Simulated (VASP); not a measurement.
# MnF2 (P4_2/mnm) in VASP: further runs, part 2 of 2

VASP 6.6.1.

## (4) Single point, PBEsol, collinear spin, ferromagnetic start (11.85 Å³/atom)

This run uses another cell than the first one, of 11.85 Å³/atom.

Contents of INCAR:

```
SYSTEM = MnF2
ALGO = Normal
EDIFF = 1E-7
ENCUT = 520
GGA = PS
ISIF = 2
ISMEAR = 0
ISPIN = 2
LASPH = .True.
LCHARG = .True.
LELF = .True.
LMAXMIX = 4
LORBIT = 11
LREAL = .False.
LVHAR = .True.
LWAVE = .False.
MAGMOM = 4.59 4.59 0.11 0.11 0.11 0.11
NBANDS = 40
NELM = 150
PREC = Accurate
SIGMA = 0.02
```

Contents of KPOINTS:

```
k-points
0
Gamma
  6 6 8
  0 0 0
```

Contents of POSCAR:

```
MnF2
1.0
    4.6731370296      0.0000000000      0.0000000000
    0.0000000000      4.6731370296      0.0000000000
    0.0000000000      0.0000000000      3.2556478273
Mn F
2 4
Direct
    0.0000000000      0.0000000000      0.0000000000
    0.5000000000      0.5000000000      0.5000000000
    0.3048539207      0.3048539207      0.0000000000
    0.1951460793      0.8048539207      0.5000000000
    0.6951460793      0.6951460793      0.0000000000
    0.8048539207      0.1951460793      0.5000000000
```

Potentials or basis: VASP PAW PBE potentials, release 64 (Mn_pv, F).

On the command line:

```
$ cat potpaw_PBE.64/Mn_pv/POTCAR potpaw_PBE.64/F/POTCAR > POTCAR
$ mpirun -np 1 vasp_std > vasp.out
```

OUTCAR:

```text
SYSTEM = MnF2
   EDIFF = 1E-7
   ENCUT = 520
   GGA = PS
   ISIF = 2
   ISMEAR = 0
   ISPIN = 2
   LASPH = .True.
   LORBIT = 11
   LREAL = .False.
   NELM = 150
   PREC = Accurate

 ion  position               nearest neighbor table
   1  0.000  0.000  0.000-   3 2.01   5 2.01   4 2.08   6 2.08   4 2.08   6 2.08
   2  0.500  0.500  0.500-   4 2.01   6 2.01   5 2.08   3 2.08   3 2.08   5 2.08
   3  0.305  0.305  0.000-   1 2.01   2 2.08   2 2.08
   4  0.195  0.805  0.500-   2 2.01   1 2.08   1 2.08
   5  0.695  0.695  0.000-   1 2.01   2 2.08   2 2.08
   6  0.805  0.195  0.500-   2 2.01   1 2.08   1 2.08

  LATTYP: Found a simple tetragonal cell.
 ALAT       =     4.6731370296
 C/A-ratio  =     0.6966728788

  Lattice vectors:

 A1 = (   4.6731370296,   0.0000000000,   0.0000000000)
 A2 = (   0.0000000000,   4.6731370296,   0.0000000000)
 A3 = (   0.0000000000,   0.0000000000,   3.2556478273)

Analysis of symmetry for initial positions (statically):
=====================================================================
 Subroutine PRICEL returns:
 Original cell was already a primitive cell.

 Routine SETGRP: Setting up the symmetry group for a
 simple tetragonal supercell.

 Subroutine GETGRP returns: Found 16 space group operations
 (whereof  8 operations were pure point group operations)
 out of a pool of 16 trial point group operations.

The static configuration has the point symmetry D_2h.
 The point group associated with its full space group is D_4h.

Analysis of symmetry for dynamics (positions and initial velocities):
=====================================================================
 Subroutine PRICEL returns:
 Original cell was already a primitive cell.

 Routine SETGRP: Setting up the symmetry group for a
 simple tetragonal supercell.

 Subroutine GETGRP returns: Found 16 space group operations
 (whereof  8 operations were pure point group operations)
 out of a pool of 16 trial point group operations.

[... 183 lines left out ...]

 k-point     1 :       0.0000    0.0000    0.0000
  band No.  band energies     occupation
      1     -45.5917      1.00000
      2     -45.5917      1.00000
      3     -45.5107      1.00000
      4     -45.5080      1.00000
      5     -45.5080      1.00000
      6     -45.5071      1.00000
[... 997 lines left out ...]
     38      14.8592      0.00000
     39      15.4659      0.00000

 [... further k-points ...]

 spin component 2

 k-point     1 :       0.0000    0.0000    0.0000
  band No.  band energies     occupation
      1     -40.7234      1.00000
      2     -40.7234      1.00000
      3     -40.6249      1.00000
      4     -40.6249      1.00000
      5     -40.6201      1.00000
      6     -40.6148      1.00000
[... 997 lines left out ...]
     38      15.8798      0.00000
     39      16.3826      0.00000

 [... further k-points ...]

 [bands above 39 left out]

------------------------ aborting loop because EDIFF is reached ----------------------------------------

  FORCE on cell =-STRESS in cart. coord.  units (eV):
  Direction    XX          YY          ZZ          XY          YZ          ZX
  --------------------------------------------------------------------------------------
  -------------------------------------------------------------------------------------
  Total        4.9428775      4.9428775      4.9971703      0.0000000      0.0000000      0.0000000
  in kB      111.3873784    111.3873784    112.6108620      0.0000000      0.0000000      0.0000000
  external PRESSURE =     111.7952062 kB  Pullay stress =       0.0000000 kB

 VOLUME and BASIS-vectors are now :
 -----------------------------------------------------------------------------
  energy-cutoff  :      520.00
  volume of cell :       71.10
      direct lattice vectors                 reciprocal lattice vectors
     4.673137030  0.000000000  0.000000000     0.213989017  0.000000000  0.000000000
     0.000000000  4.673137030  0.000000000     0.000000000  0.213989017  0.000000000
     0.000000000  0.000000000  3.255647827     0.000000000  0.000000000  0.307158530

 POSITION                                       TOTAL-FORCE (eV/Angst)
 -----------------------------------------------------------------------------------
      0.00000      0.00000      0.00000         0.000000     -0.000000     -0.000000
      2.33657      2.33657      1.62782         0.000000     -0.000000     -0.000000
      1.42462      1.42462      0.00000         0.007589      0.007589      0.000000
      0.91194      3.76119      1.62782        -0.007589      0.007589     -0.000000
      3.24851      3.24851      0.00000        -0.007589     -0.007589     -0.000000
      3.76119      0.91194      1.62782         0.007589     -0.007589     -0.000000
 -----------------------------------------------------------------------------------
    total drift:                                0.000000      0.000000      0.000000

  FREE ENERGIE OF THE ION-ELECTRON SYSTEM (eV)
  ---------------------------------------------------
  free  energy   TOTEN  =       -40.3920549804 eV

  energy  without entropy=      -40.3920549804  energy(sigma->0) =      -40.39205498

 total charge

# of ion       s       p       d       tot
------------------------------------------
    1        0.189   6.186   4.998  11.373
    2        0.189   6.186   4.998  11.373
    3        1.734   4.375   0.000   6.109
    4        1.734   4.375   0.000   6.109
    5        1.734   4.375   0.000   6.109
    6        1.734   4.375   0.000   6.109
--------------------------------------------------
tot          7.316  29.871   9.995  47.182

 magnetization (x)

# of ion       s       p       d       tot
------------------------------------------
    1        0.025   0.025   4.512   4.563
    2        0.025   0.025   4.512   4.563
    3        0.010   0.089   0.000   0.100
    4        0.010   0.089   0.000   0.100
    5        0.010   0.089   0.000   0.100
    6        0.010   0.089   0.000   0.100
--------------------------------------------------
tot          0.091   0.408   9.024   9.523
```

OSZICAR:

```text
N       E                     dE             d eps       ncg     rms          rms(c)
DAV:   1     0.690562326637E+03    0.69056E+03   -0.29716E+04  8176   0.155E+03
DAV:   2     0.179267242773E+02   -0.67264E+03   -0.62615E+03  8200   0.474E+02
DAV:   3    -0.424478604629E+02   -0.60375E+02   -0.59619E+02  9240   0.154E+02
DAV:   4    -0.434003151709E+02   -0.95245E+00   -0.95169E+00  8576   0.210E+01
DAV:   5    -0.434109540236E+02   -0.10639E-01   -0.10638E-01  9072   0.222E+00    0.236E+01
DAV:   6    -0.402918275415E+02    0.31191E+01   -0.12145E+01  9608   0.299E+01    0.179E+01
DAV:   7    -0.403534537628E+02   -0.61626E-01   -0.12161E+00  8072   0.849E+00    0.122E+01
DAV:   8    -0.402801473819E+02    0.73306E-01   -0.26494E-01  8760   0.440E+00    0.444E+00
DAV:   9    -0.403879055579E+02   -0.10776E+00   -0.53273E-02  8464   0.240E+00    0.978E-01
DAV:  10    -0.403915742187E+02   -0.36687E-02   -0.95411E-03  8888   0.618E-01    0.179E-01
DAV:  11    -0.403918646165E+02   -0.29040E-03   -0.41957E-04  8616   0.129E-01    0.827E-02
DAV:  12    -0.403920191854E+02   -0.15457E-03   -0.64073E-05  8328   0.550E-02    0.393E-02
DAV:  13    -0.403920540613E+02   -0.34876E-04   -0.15543E-05  8664   0.331E-02    0.759E-03
DAV:  14    -0.403920546540E+02   -0.59273E-06   -0.15224E-06  8712   0.776E-03    0.703E-03
DAV:  15    -0.403920548901E+02   -0.23604E-06   -0.53191E-07  8256   0.431E-03    0.227E-03
DAV:  16    -0.403920549804E+02   -0.90286E-07   -0.49865E-08  5512   0.147E-03
   1 F= -.40392055E+02 E0= -.40392055E+02  d E =-.196119E-62  mag=    10.0000
```

stdout:

```text
POSCAR found type information on POSCAR MnF
 POSCAR found :  2 types and       6 ions
 scaLAPACK will be used
 -----------------------------------------------------------------------------
|                                                                             |
|                                                                             |
|     You enforced a specific xc type in the INCAR file but a different       |
|     I HOPE YOU KNOW WHAT YOU ARE DOING!                                     |
|                                                                             |
 -----------------------------------------------------------------------------

 LDA part: xc-table for (Slater+PW92), standard interpolation
 POSCAR, INCAR and KPOINTS ok, starting setup
 FFT: planning ... GRIDC
 FFT: planning ... GRID_SOFT
 FFT: planning ... GRID
 WAVECAR not read
 entering main loop
```

Run time: 85 s. Hardware: 1 thread of Intel Xeon 6975P-C (Granite Rapids), shared host; peak memory 0.33 GiB.

What came out:

| Item | Value |
| --- | --- |
| Free energy | -40.3921 eV |
| Pressure | 11.2 GPa |
| Largest force | 0.011 eV/Å |
| Band gap on the k mesh | 0.70 eV |
| Net moment | 10.00 μB per cell |
| Site moments | Mn +4.56; F +0.10 μB |
| Valence electrons inside the program's atomic spheres | Mn 11.37; F 6.11 |

Forces on the atoms (eV/Å):
```
Mn   0.000  0.000  0.000
Mn   0.000  0.000  0.000
F    0.008  0.008  0.000
F   -0.008  0.008  0.000
F   -0.008 -0.008  0.000
F    0.008 -0.008  0.000
```

Caveat: the cell stands under pressure; the PAW data sets were made with another functional, which shifts forces and pressure a little; the run started ferromagnetic, and an antiferromagnetic order may lie lower in energy.

## (5) The runs side by side

| cell | gap on the mesh (eV) | pressure (GPa) | moment (μB) | largest force (eV/Å) |
| --- | --- | --- | --- | --- |
| a = 4.741, b = 4.741, c = 3.267 Å, 6 atoms, atomic positions A | 0.77 | 6.9 | 10.00 | 0.01 |
| a = 4.603, b = 4.603, c = 3.246 Å, 6 atoms, atomic positions B | 0.64 | 16.3 | 10.00 | 0.02 |
| a = 4.673, b = 4.673, c = 3.256 Å, 6 atoms, atomic positions C | 0.70 | 11.2 | 10.00 | 0.01 |

Alike in all rows: task single point; level PBEsol; potentials or basis VASP PAW PBE potentials, release 64 (Mn_pv, F); spin collinear, ferromagnetic start; k mesh 6 × 6 × 8; cutoff (eV) 520; smearing gaussian 0.02 eV.

Caveats: the cell stands under pressure; the PAW data sets were made with another functional, which shifts forces and pressure a little; the run started ferromagnetic, and an antiferromagnetic order may lie lower in energy.

Absolute energies hang on the potentials; compare differences alone.
